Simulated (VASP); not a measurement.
# Ru (P6/mmm) in VASP: notebook

The runs below take Ru through single point, with PBEsol.

All numbers are computed with VASP 6.6.1; they aren't measurements. Logs are shortened: lines on timing, memory, paths and dates and some standing lists are left out, and cuts for length are marked.

## 1. The cell of the first run

The structure is hexagonal, space group P6/mmm (No. 191). The conventional cell has a = 2.314 Å, b = 2.314 Å, c = 2.156 Å, α = 90.00°, β = 90.00°, γ = 120.00°. Within 2.9 Å of Ru (site symmetry 6/mmm) lie 8 Ru at 2.16 to 2.31 Å.

This isn't the form of Ru at room conditions, which is hcp.

## 2. Single point, PBEsol

INCAR

```
SYSTEM = Ru
PREC = Accurate
ENCUT = 520
EDIFF = 1E-6
ISMEAR = -1
SIGMA = 0.05
LREAL = .FALSE.
LASPH = .TRUE.
NELM = 80
ALGO = Normal
ISIF = 2
LWAVE = .FALSE.
LCHARG = .FALSE.
GGA = PS
NBANDS = 13
```

KPOINTS

```
regular mesh
0
G
  19 19 18
  0 0 0
```

POSCAR

```
Ru
1.0
    2.3138804158      0.0000000000      0.0000000000
   -1.1569402079      2.0038792214      0.0000000000
    0.0000000000      0.0000000000      2.1556381808
Ru
1
Direct
    0.0000000000      0.0000000000      0.0000000000
```

Potentials or basis: VASP PAW PBE potentials, release 64 (Ru_pv).

The run is started by

```bash
cat potpaw_PBE.64/Ru_pv/POTCAR > POTCAR
mpirun -np 1 vasp_std > vasp.out
```

OUTCAR:

```text
SYSTEM = Ru
   PREC = Accurate
   ENCUT = 520
   EDIFF = 1E-6
   ISMEAR = -1
   LREAL = .FALSE.
   LASPH = .TRUE.
   NELM = 80
   ISIF = 2
   GGA = PS

 ion  position               nearest neighbor table
   1  0.000  0.000  0.000-

  LATTYP: Found a hexagonal cell.
 ALAT       =     2.3138804158
 C/A-ratio  =     0.9316117489

  Lattice vectors:

 A1 = (   2.3138804158,   0.0000000000,   0.0000000000)
 A2 = (  -1.1569402079,   2.0038792214,   0.0000000000)
 A3 = (   0.0000000000,   0.0000000000,   2.1556381808)

Analysis of symmetry for initial positions (statically):
=====================================================================
 Subroutine PRICEL returns:
 Original cell was already a primitive cell.

 Routine SETGRP: Setting up the symmetry group for a
 hexagonal supercell.

 Subroutine GETGRP returns: Found 24 space group operations
 (whereof 24 operations were pure point group operations)
 out of a pool of 24 trial point group operations.

The static configuration has the point symmetry D_6h.

Analysis of symmetry for dynamics (positions and initial velocities):
=====================================================================
 Subroutine PRICEL returns:
 Original cell was already a primitive cell.

 Routine SETGRP: Setting up the symmetry group for a
 hexagonal supercell.

 Subroutine GETGRP returns: Found 24 space group operations
 (whereof 24 operations were pure point group operations)
 out of a pool of 24 trial point group operations.

The dynamic configuration has the point symmetry D_6h.

 Subroutine INISYM returns: Found 24 space group operations
 (whereof 24 operations are pure point group operations),
 and found     1 'primitive' translations

----------------------------------------------------------------------------------------

                                     Primitive cell

  volume of cell :       9.9951

  direct lattice vectors                    reciprocal lattice vectors
     2.313880416  0.000000000  0.000000000     0.432174452  0.249516036  0.000000000
    -1.156940208  2.003879221  0.000000000     0.000000000  0.499032072  0.000000000
     0.000000000  0.000000000  2.155638181     0.000000000  0.000000000  0.463899744

  length of vectors
     2.313880416  2.313880416  2.155638181     0.499032072  0.499032072  0.463899744

  position of ions in fractional coordinates (direct lattice)
     0.000000000  0.000000000  0.000000000

  ion indices of the primitive-cell ions
   primitive index   ion index
                 1           1

----------------------------------------------------------------------------------------

 KPOINTS: regular mesh

Automatic generation of k-mesh.
 Grid dimensions read from file:
 generate k-points for:   19   19   18

 Generating k-lattice:

  Cartesian coordinates                     Fractional coordinates (reciprocal lattice)
     0.022746024  0.013132423  0.000000000     0.052631579 -0.000000000  0.000000000
     0.000000000  0.026264846  0.000000000     0.000000000  0.052631579  0.000000000
     0.000000000  0.000000000  0.025772208     0.000000000  0.000000000  0.055555556

  Length of vectors
     0.026264846  0.026264846  0.025772208

  Shift w.r.t. Gamma in fractional coordinates (k-lattice)
     0.000000000  0.000000000  0.000000000

 Subroutine IBZKPT returns following result:
 ===========================================

 Found    400 irreducible k-points:

 Following reciprocal coordinates:
            Coordinates               Weight
  0.000000  0.000000  0.000000      1.000000
  0.052632  0.000000  0.000000      6.000000
  0.105263  0.000000  0.000000      6.000000
  0.157895  0.000000  0.000000      6.000000
  0.210526  0.000000  0.000000      6.000000
  0.263158  0.000000  0.000000      6.000000
[... 16 lines left out ...]
  0.263158  0.105263  0.000000     12.000000
  0.315789  0.105263  0.000000     12.000000
 [... further k-points ...]
   k-points           NKPTS =    400   k-points in BZ     NKDIM =    400   number of bands    NBANDS=     13
   number of dos      NEDOS =    301   number of ions     NIONS =      1
   total plane-waves  NPLWV =   5184
   dimension x,y,z NGX =    18 NGY =   18 NGZ =   16
   dimension x,y,z NGXF=    36 NGYF=   36 NGZF=   32
   ions per type =               1
   NGX,Y,Z   is equivalent  to a cutoff of  12.93, 12.93, 12.34 a.u.
   NGXF,Y,Z  is equivalent  to a cutoff of  25.87, 25.87, 24.68 a.u.
 SYSTEM =  Ru
   PREC   = accura    normal or accurate (medium, high low for compatibility)
   ISTART =      0    job   : 0-new  1-cont  2-samecut
   ICHARG =      2    charge: 1-file 2-atom 10-const
   ISPIN  =      1    spin polarized calculation?
   LNONCOLLINEAR =      F non collinear calculations
   LSORBIT =      F    spin-orbit coupling
   LASPH  =      T    aspherical Exc in radial PAW
   ENCUT  =  520.0 eV  38.22 Ry    6.18 a.u.   4.30  4.30  4.01*2*pi/ulx,y,z
   NELM   =     80;   NELMIN=  2; NELMDL= -5     # of ELM steps
   EDIFF  = 0.1E-05   stopping-criterion for ELM
   LREAL  =      F    real-space projection
   EDIFFG = 0.1E-04   stopping-criterion for IOM
   NSW    =      0    number of steps for IOM
   IBRION =     -1    ionic relax: 0-MD 1-quasi-New 2-CG
   NFREE  =      0    steps in history (QN), initial steepest desc. (CG)
   ISIF   =      2    stress and relaxation
   ISYM   =      2    0-nonsym 1-usesym 2-fastsym
   POTIM  = 0.5000    time-step for ionic-motion
   TEBEG  =    0.0;   TEEND  =   0.0 temperature during run
   PSTRESS=    0.0 pullay stress
   NELECT =      14.0000    total number of electrons
   NUPDOWN=      -1.0000    fix difference up-down
   EMIN   =  10.00;   EMAX   =-10.00  energy-range for DOS
   EFERMI =   0.00;   METHOD = LEGACY
   ISMEAR =    -1;   SIGMA  =   0.05  broadening in eV -4-tet -1-fermi 0-gaus
   EFERMI_NEDOS =   21; number of points for ismear=-14 and -15
   IALGO  =     38    algorithm
   IMIX   =      4    mixing-type and parameters
     AMIX     =   0.40;   BMIX     =  1.00
     AMIX_MAG =   1.60;   BMIX_MAG =  1.00
  volume/ion in A,a.u.               =      10.00        67.45
  Fermi-wavevector in a.u.,A,eV,Ry     =   1.831702  3.461414 45.649328  3.355131
  Thomas-Fermi vector in A             =   2.885900
   LORBIT       =      0    0 simple, 1 ext, 2 COOP (PROOUT), +10 PAW based schemes
   GGA     = PS    functional components
   LHFCALC =     F    Hartree Fock is set to
   AEXX    =    0.0000 exact exchange contribution
   IVDW    =     0    specifies the selected vdW correction
   LEPSILON=     F    determine dielectric tensor
   LRPA    =     F    only Hartree local field effects (RPA)
 non-spin polarized calculation
  energy-cutoff  :      520.00
  volume of cell :       10.00
 maximum number of plane-waves:       284
 NGX is ok and might be reduce to    18
   NGX =  9   NGY =  9   NGZ =  9

 number of electron      13.9999998 magnetization

 Free energy of the ion-electron system (eV)
  ---------------------------------------------------
  ext. energy  EPLUGINS =         0.00000000
  ---------------------------------------------------
  free energy    TOTEN  =        -6.81878806 eV

  energy without entropy =       -6.81330436  energy(sigma->0) =       -6.81604621

 E-fermi :  19.3663     XC(G=0): -16.1458

 val. band max:       19.3591287904   @ k =   0.3158   0.2632   0.2778
 cond. band min:      19.3892418579   @ k =   0.2632   0.0526   0.2222
 fundamental gap:      0.0301130675
 Fermi energy:        19.3662769415

 k-point     1 :       0.0000    0.0000    0.0000
  band No.  band energies     occupation
      1     -23.0998      2.00000
      2     -23.0998      2.00000
      3     -22.9013      2.00000
      4       9.5016      2.00000
      5      10.0651      2.00000
      6      15.0318      2.00000
      7      15.0318      2.00000
      8      22.8565      0.00000
      9      22.8565      0.00000
     10      29.8752      0.00000
     11      33.5889      0.00000
     12      39.6889      0.00000
     13      46.1003      0.00000

 k-point     2 :       0.0526    0.0000    0.0000
  band No.  band energies     occupation
      1     -23.1976      2.00000
      2     -23.1208      2.00000
      3     -22.8911      2.00000
      4       9.6909      2.00000
      5      10.1221      2.00000
      6      14.8683      2.00000
      7      15.1879      2.00000
      8      22.6679      0.00000
      9      22.8254      0.00000
     10      29.8752      0.00000
     11      33.9870      0.00000
     12      40.0162      0.00000
     13      45.1964      0.00000

 k-point     3 :       0.1053    0.0000    0.0000
  band No.  band energies     occupation
      1     -23.4764      2.00000
      2     -23.1813      2.00000
      3     -22.8615      2.00000
      4      10.1776      2.00000
      5      10.3247      2.00000
      6      14.4641      2.00000
      7      15.6495      2.00000
      8      22.1529      0.00000
      9      22.7360      0.00000
     10      29.8751      0.00000
     11      35.0954      0.00000
     12      40.9342      0.00000
     13      43.3539      0.00000

 k-point     4 :       0.1579    0.0000    0.0000
  band No.  band energies     occupation
      1     -23.8958      2.00000
      2     -23.2740      2.00000
      3     -22.8156      2.00000
      4      10.5098      2.00000
      5      10.9232      2.00000
      6      14.0936      2.00000
      7      16.3980      2.00000
      8      21.4299      0.00000
      9      22.6003      0.00000
     10      29.8750      0.00000
     11      36.6438      0.00000
     12      41.4356      0.00000
     13      42.2792      0.00000

 k-point     5 :       0.2105    0.0000    0.0000
  band No.  band energies     occupation
      1     -24.3999      2.00000
      2     -23.3876      2.00000
      3     -22.7581      2.00000
      4      10.8389      2.00000
      5      11.2614      2.00000
      6      14.3041      2.00000
      7      17.4003      2.00000
      8      20.6239      0.00000
      9      22.4351      0.00000
     10      29.8748      0.00000
     11      37.7062      0.00000
     12      40.3589      0.00000
     13      42.5728      0.00000
[... 257 lines left out ...]
 k-point    22 :       0.2105    0.1053    0.0000
  band No.  band energies     occupation
      1     -24.9911      2.00000
      2     -23.6583      2.00000
      3     -22.6755      2.00000
      4      11.3190      2.00000
      5      11.7693      2.00000
      6      14.2517      2.00000
      7      19.6757      0.00410
      8      19.7469      0.00099
      9      22.0105      0.00000
     10      29.8744      0.00000
     11      36.8544      0.00000
     12      38.7543      0.00000
     13      43.6572      0.00000

 k-point    23 :       0.2632    0.1053    0.0000
  band No.  band energies     occupation
      1     -25.4259      2.00000
      2     -23.8074      2.00000
      3     -22.6168      2.00000
      4      11.1581      2.00000
      5      11.7842      2.00000
      6      15.5760      2.00000
      7      19.1390      1.97898
      8      21.1874      0.00000
      9      21.7867      0.00000
     10      29.8739      0.00000
     11      35.3861      0.00000
     12      37.9607      0.00000
     13      43.3207      0.00000

 k-point    24 :       0.3158    0.1053    0.0000
  band No.  band energies     occupation
      1     -25.7920      2.00000
      2     -23.9342      2.00000
      3     -22.5658      2.00000
      4      10.7111      2.00000
      5      12.1258      2.00000
      6      16.9429      2.00000
      7      18.6465      2.00000
      8      21.5979      0.00000
      9      22.6410      0.00000
     10      29.8732      0.00000
     11      34.1433      0.00000
     12      36.9454      0.00000
     13      41.9993      0.00000

 [... further k-points ...]

------------------------ aborting loop because EDIFF is reached ----------------------------------------

  FORCE on cell =-STRESS in cart. coord.  units (eV):
  Direction    XX          YY          ZZ          XY          YZ          ZX
  --------------------------------------------------------------------------------------
  -------------------------------------------------------------------------------------
  Total       15.1956003     15.1956003     15.3672864      0.0000000      0.0000000      0.0000000
  in kB     2435.7915776   2435.7915776   2463.3121503      0.0000000      0.0000000      0.0000000
  external PRESSURE =    2444.9651019 kB  Pullay stress =       0.0000000 kB

 VOLUME and BASIS-vectors are now :
 -----------------------------------------------------------------------------
  energy-cutoff  :      520.00
  volume of cell :       10.00
      direct lattice vectors                 reciprocal lattice vectors
     2.313880416  0.000000000  0.000000000     0.432174452  0.249516036  0.000000000
    -1.156940208  2.003879221  0.000000000     0.000000000  0.499032072  0.000000000
     0.000000000  0.000000000  2.155638181     0.000000000  0.000000000  0.463899744

 POSITION                                       TOTAL-FORCE (eV/Angst)
 -----------------------------------------------------------------------------------
      0.00000      0.00000      0.00000        -0.000000      0.000000      0.000000
 -----------------------------------------------------------------------------------
    total drift:                                0.000000      0.000000      0.000000

  FREE ENERGIE OF THE ION-ELECTRON SYSTEM (eV)
  ---------------------------------------------------
  free  energy   TOTEN  =        -6.8187880556 eV

  energy  without entropy=       -6.8133043559  energy(sigma->0) =       -6.81604621
```

Wall time 51 s (1 thread of Intel Xeon 8259CL, shared host); peak memory 0.16 GiB.

What came out:

| Property | Result |
| --- | --- |
| Free energy | -6.8188 eV |
| Pressure | 244.5 GPa |
| Band gap on the k mesh | zero (bands 7 and 8 overlap by 6.31 eV) |

Stress tensor (GPa, compression positive):
```
243.58   0.00   0.00
  0.00 243.58   0.00
  0.00   0.00 246.33
```

Caveat: the cell stands under pressure; the PAW data sets were made with another functional, which shifts forces and pressure a little.

[end of part 1 of 2]
